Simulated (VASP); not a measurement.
# GaAs (P6_3/mmc) in VASP: notebook, part 3 of 3

VASP 6.6.1. The steps go on from the part before.

### 6 Relaxation of cell and atoms, PBE

This run uses another cell than the first one, of 17.37 Å³/atom, 0.877 times its volume.

File INCAR:

```
  ALGO = Normal
  EDIFF = 1E-7
  EDIFFG = -0.04
  ENCUT = 600
  GGA = PE
  IBRION = 2
  ISIF = 3
  ISMEAR = 0
  LASPH = T
  LCHARG = F
  LREAL = F
  LWAVE = F
  NELM = 60
  NSW = 90
  PREC = Accurate
  SIGMA = 0.1
```

File KPOINTS:

```
k-points
0
Gamma
  6 6 4
```

File POSCAR:

```
GaAs
1.0
    3.3366182600      0.0000000000      0.0000000000
   -1.6683091300      2.8895961800      0.0000000000
    0.0000000000      0.0000000000      7.2070954500
Ga As
2 2
Direct
    0.0000000000      0.0000000000      0.0000000000
    0.0000000000      0.0000000000      0.5000000000
    0.3333333300      0.6666666700      0.2500000000
    0.6666666700      0.3333333300      0.7500000000
```

Potentials or basis: VASP PAW PBE potentials, release 64 (Ga_d, As).

Started as:

```sh
$ cat potpaw_PBE.64/Ga_d/POTCAR potpaw_PBE.64/As/POTCAR > POTCAR
$ mpirun -np 1 vasp_std > vasp.out
```

OUTCAR:

```text
EDIFF = 1E-7
   EDIFFG = -0.04
   ENCUT = 600
   GGA = PE
   IBRION = 2
   ISIF = 3
   ISMEAR = 0
   LASPH = T
   LREAL = F
   NELM = 60
   NSW = 90
   PREC = Accurate

 ion  position               nearest neighbor table
   1  0.000  0.000  0.000-   3 2.64   4 2.64   4 2.64   3 2.64   4 2.64   3 2.64
   2  0.000  0.000  0.500-   3 2.64   4 2.64   4 2.64   3 2.64   4 2.64   3 2.64
   3  0.333  0.667  0.250-   1 2.64   2 2.64   1 2.64   2 2.64   1 2.64   2 2.64
   4  0.667  0.333  0.750-   1 2.64   2 2.64   1 2.64   2 2.64   1 2.64   2 2.64

  LATTYP: Found a hexagonal cell.
 ALAT       =     3.3366182600
 C/A-ratio  =     2.1600000025

  Lattice vectors:

 A1 = (   3.3366182600,   0.0000000000,   0.0000000000)
 A2 = (  -1.6683091300,   2.8895961800,   0.0000000000)
 A3 = (   0.0000000000,   0.0000000000,   7.2070954500)

Analysis of symmetry for initial positions (statically):
=====================================================================
 Subroutine PRICEL returns:
 Original cell was already a primitive cell.

 Routine SETGRP: Setting up the symmetry group for a
 hexagonal supercell.

 Subroutine GETGRP returns: Found 24 space group operations
 (whereof 12 operations were pure point group operations)
 out of a pool of 24 trial point group operations.

The static configuration has the point symmetry D_3d.
 The point group associated with its full space group is D_6h.

Analysis of symmetry for dynamics (positions and initial velocities):
=====================================================================
 Subroutine PRICEL returns:
 Original cell was already a primitive cell.

 Routine SETGRP: Setting up the symmetry group for a
 hexagonal supercell.

 Subroutine GETGRP returns: Found 24 space group operations
 (whereof 12 operations were pure point group operations)
 out of a pool of 24 trial point group operations.

The dynamic configuration has the point symmetry D_3d.
 The point group associated with its full space group is D_6h.

 Subroutine INISYM returns: Found 24 space group operations
 (whereof 12 operations are pure point group operations),
[... 106 lines left out ...]
   PSTRESS=    0.0 pullay stress
   NELECT =      36.0000    total number of electrons
   NUPDOWN=      -1.0000    fix difference up-down
   EMIN   =  10.00;   EMAX   =-10.00  energy-range for DOS
   EFERMI =   0.00;   METHOD = LEGACY
   ISMEAR =     0;   SIGMA  =   0.10  broadening in eV -4-tet -1-fermi 0-gaus
   EFERMI_NEDOS =   21; number of points for ismear=-14 and -15
   IALGO  =     38    algorithm
   IMIX   =      4    mixing-type and parameters
     AMIX     =   0.40;   BMIX     =  1.00
     AMIX_MAG =   1.60;   BMIX_MAG =  1.00
  volume/ion in A,a.u.               =      17.37       117.23
  Fermi-wavevector in a.u.,A,eV,Ry     =   1.314844  2.484696 23.521965  1.728816
  Thomas-Fermi vector in A             =   2.445069
   LORBIT       =      0    0 simple, 1 ext, 2 COOP (PROOUT), +10 PAW based schemes
   GGA     = PE    functional components
   LHFCALC =     F    Hartree Fock is set to
   AEXX    =    0.0000 exact exchange contribution
   IVDW    =     0    specifies the selected vdW correction
   LEPSILON=     F    determine dielectric tensor
   LRPA    =     F    only Hartree local field effects (RPA)
 conjugate gradient relaxation of ions
 non-spin polarized calculation
 Gauss-broadening in eV      SIGMA  =   0.10
  energy-cutoff  :      600.00
  volume of cell :       69.49
 maximum number of plane-waves:      2344
 NGX is ok and might be reduce to    28
   NGX = 13   NGY = 13   NGZ = 29

--------------------------------------- Ionic step        1  -------------------------------------------

 number of electron      36.0000011 magnetization

 Free energy of the ion-electron system (eV)
  ---------------------------------------------------
  ext. energy  EPLUGINS =         0.00000000
  ---------------------------------------------------
  free energy    TOTEN  =       -14.45584862 eV

  energy without entropy =      -14.44361992  energy(sigma->0) =      -14.44973427

------------------------ aborting loop because EDIFF is reached ----------------------------------------

  FORCE on cell =-STRESS in cart. coord.  units (eV):
  Direction    XX          YY          ZZ          XY          YZ          ZX
  --------------------------------------------------------------------------------------
  -------------------------------------------------------------------------------------
  Total        6.6790550      6.6790550      1.2427795      0.0000000     -0.0000000     -0.0000000
  in kB      154.0003304    154.0003308     28.6550208      0.0000000     -0.0000000     -0.0000000
  external PRESSURE =     112.2185607 kB  Pullay stress =       0.0000000 kB
[... 253 lines left out ...]
--------------------------------------- Ionic step        8  -------------------------------------------

 number of electron      35.9999979 magnetization

 Free energy of the ion-electron system (eV)
  ---------------------------------------------------
  ext. energy  EPLUGINS =         0.00000000
  ---------------------------------------------------
  free energy    TOTEN  =       -15.19183304 eV

  energy without entropy =      -15.18992093  energy(sigma->0) =      -15.19087699

 E-fermi :   5.1288     XC(G=0): -10.5367

 val. band max:        4.9968307314   @ k =   0.5000   0.0000   0.2500
 cond. band min:       5.2193493921   @ k =   0.0000   0.0000   0.0000
 fundamental gap:      0.2225186606
 Fermi energy:         5.1287627307

 k-point     1 :       0.0000    0.0000    0.0000
  band No.  band energies     occupation
      1      -9.6761      2.00000
      2      -9.6549      2.00000
      3      -9.6549      2.00000
      4      -9.6110      2.00000
      5      -9.6110      2.00000
      6      -9.5991      2.00000
[... 545 lines left out ...]
  FREE ENERGIE OF THE ION-ELECTRON SYSTEM (eV)
  ---------------------------------------------------
  free  energy   TOTEN  =       -15.1918330442 eV

  energy  without entropy=      -15.1899209270  energy(sigma->0) =      -15.19087699

 reached required accuracy - stopping structural energy minimisation
```

OSZICAR:

```text
N       E                     dE             d eps       ncg     rms          rms(c)
DAV:   1     0.251320183610E+03    0.25132E+03   -0.19279E+04   932   0.276E+03
DAV:   2     0.131469872538E+02   -0.23817E+03   -0.23330E+03  1000   0.528E+02
DAV:   3    -0.137260640408E+02   -0.26873E+02   -0.26497E+02  1080   0.133E+02
DAV:   4    -0.145799015876E+02   -0.85384E+00   -0.84993E+00  1108   0.240E+01
[... 81 lines left out ...]
DAV:   3    -0.151918180831E+02    0.92726E-03   -0.11315E-03  1270   0.489E-01    0.206E-02
DAV:   4    -0.151918361596E+02   -0.18076E-04   -0.26308E-04   936   0.148E-01    0.888E-03
DAV:   5    -0.151918333054E+02    0.28541E-05   -0.21403E-05  1118   0.494E-02    0.407E-03
DAV:   6    -0.151918330470E+02    0.25838E-06   -0.14847E-06  1084   0.204E-02    0.107E-03
DAV:   7    -0.151918330442E+02    0.28922E-08   -0.33060E-07   826   0.632E-03
   8 F= -.15191833E+02 E0= -.15190877E+02  d E =-.279541E+00
```

It took 4.5 min on 1 thread of Intel Xeon 6975P-C, shared host; peak memory 0.23 GiB.

What came out:

```
Free energy                            : -15.1918 eV
Relaxed volume                         : 19.81 Å³/atom
Relaxed cell                           : a = 3.746 Å, b = 3.746 Å, c = 6.521 Å, α = 90.00°, β = 90.00°, γ = 120.00°
Space group after relaxing (to 0.05 Å) : P6_3/mmc (No. 194)
Energy gained by relaxing              : 184.0 meV/atom
Ionic steps                            : 8
Pressure after relaxing                : 0.2 GPa
Band gap on the k mesh                 : zero (band 18 reaches 5.88 eV, above the bottom of band 19 at 2.28 eV)
```

The path:
| step | energy change (eV) | largest force (eV/Å) | pressure (GPa) | volume (Å³) |
| --- | --- | --- | --- | --- |
| 1 | 0.0000 | 0.0000 | 11.22 | 69.49 |
| 2 | -0.4551 | 0.0000 | -2.57 | 82.35 |
| 3 | -0.4564 | 0.0000 | -2.02 | 81.54 |
| 4 | -0.6181 | 0.0000 | -1.32 | 80.77 |
| 5 | -0.6689 | 0.0000 | -0.88 | 80.27 |
| 6 | -0.7348 | 0.0000 | 0.31 | 79.12 |
| 7 | -0.7356 | 0.0000 | 0.03 | 79.33 |
| 8 | -0.7360 | 0.0000 | 0.16 | 79.25 |

Final structure:
```cif
data_structure
_symmetry_space_group_name_H-M 'P 1'
_symmetry_Int_Tables_number 1
_cell_length_a 3.7461
_cell_length_b 3.7461
_cell_length_c 6.5207
_cell_angle_alpha 90.000
_cell_angle_beta 90.000
_cell_angle_gamma 120.000
_cell_volume 79.25
loop_
_atom_site_label
_atom_site_type_symbol
_atom_site_fract_x
_atom_site_fract_y
_atom_site_fract_z
_atom_site_occupancy
Ga1 Ga 0.00000 0.00000 0.00000 1
Ga2 Ga 0.00000 0.00000 0.50000 1
As1 As 0.33333 0.66667 0.25000 1
As2 As 0.66667 0.33333 0.75000 1
```

Caveat: the k points lie up to 0.32 Å⁻¹ apart in the final cell.

### 7 Overview

```csv
task,cell,k mesh,cutoff (eV),gap on the mesh (eV),pressure (GPa),relaxed volume (Å³/atom)
single point,"a = 3.766, b = 3.766, c = 6.453 Å, angles 90.0, 90.0, 120.0°, 4 atoms",12 × 12 × 8,520,none,0.2,-
relaxation of cell and atoms,"relaxed from a = 3.744, b = 3.744, c = 6.519 Å, angles 90.0, 90.0, 120.0°, 4 atoms",12 × 12 × 8,600,none,0.0,19.86
single point,"a = 3.337, b = 3.337, c = 7.207 Å, angles 90.0, 90.0, 120.0°, 4 atoms",6 × 6 × 4,520,none,11.4,-
single point,"a = 3.744, b = 3.744, c = 6.519 Å, angles 90.0, 90.0, 120.0°, 4 atoms",6 × 6 × 4,520,none,0.2,-
relaxation of cell and atoms,"relaxed from a = 3.337, b = 3.337, c = 7.207 Å, angles 90.0, 90.0, 120.0°, 4 atoms",6 × 6 × 4,600,none,0.2,19.81
```

Alike in all rows: level PBE; potentials or basis VASP PAW PBE potentials, release 64 (Ga_d, As); no spin polarisation; smearing gaussian 0.1 eV.

Caveats: some runs use coarse meshes.

Total energies depend on the potentials used, so only differences within one code and one set of settings carry meaning.
